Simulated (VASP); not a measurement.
Write the native input for VASP 6.6.1 that does the following.

* Task: relaxation of cell and atoms
* Functional: PBE
* Potentials or basis: VASP PAW PBE potentials, release 64 (Si, Ni)
* Cutoff: 600 eV
* k mesh: 4 × 6 × 4
* Occupations: gaussian, width 0.1 eV
* Spin: no spin polarisation
* Dipole correction: no
* Further INCAR settings: ALGO = Normal; EDIFF = 1e-06; IBRION = 2; EDIFFG = -0.04; NSW = 60; ISIF = 3

The structure of SiNi2 lies in POSCAR:

```
SiNi2
1.0
    4.9287380000      0.0000000000      0.0000000000
    0.0000000000      3.6973270000      0.0000000000
    0.0000000000      0.0000000000      7.0020690000
Si Ni
4 8
Direct
    0.2907980000      0.2500000000      0.6133440000
    0.7092020000      0.7500000000      0.3866560000
    0.7907980000      0.2500000000      0.8866560000
    0.2092020000      0.7500000000      0.1133440000
    0.4578800000      0.2500000000      0.2927500000
    0.5421200000      0.7500000000      0.7072500000
    0.9578800000      0.2500000000      0.2072500000
    0.0421200000      0.7500000000      0.7927500000
    0.3288530000      0.2500000000      0.9395480000
    0.6711470000      0.7500000000      0.0604520000
    0.8288530000      0.2500000000      0.5604520000
    0.1711470000      0.7500000000      0.4395480000
```

These files were run (other wordings do the same):

INCAR

```
SYSTEM = SiNi2
ALGO = Normal ; EDIFF = 1E-6
EDIFFG = -0.04 ; ENCUT = 600
GGA = PE ; IBRION = 2
ISIF = 3 ; ISMEAR = 0
LASPH = .True. ; LCHARG = .False.
LREAL = .False. ; LWAVE = .False.
NELM = 100 ; NSW = 60
PREC = Accurate ; SIGMA = 0.1
```

KPOINTS

```
k-points
0
Gamma
  4 6 4
  0 0 0
```

Potentials or basis: VASP PAW PBE potentials, release 64 (Si, Ni).

Launch:

```console
$ cat potpaw_PBE.64/Si/POTCAR potpaw_PBE.64/Ni/POTCAR > POTCAR
$ mpirun -np 1 vasp_std > vasp.out
```

It gave:

| Quantity | Value |
| --- | --- |
| Relaxed volume | 11.02 Å³/atom |
| Relaxed cell | a = 4.982 Å, b = 3.750 Å, c = 7.076 Å, α = 90.00°, β = 90.00°, γ = 90.00° |
| Space group after relaxing (to 0.05 Å) | Pnma (No. 62) |
| Energy gained by relaxing | 9.3 meV/atom |
| Ionic steps | 6 |
| Pressure after relaxing | 0.2 GPa |
| Largest force after relaxing | 0.037 eV/Å |
| Band gap on the k mesh | zero (band 48 reaches 12.19 eV, above the bottom of band 49 at 10.65 eV) |

Wall time 26 min on 1 thread of Intel(R) Xeon(R) Platinum 8259CL CPU @ 2.50GHz (Skylake/Cascade Lake), on a shared host, peak memory 0.42 GiB.
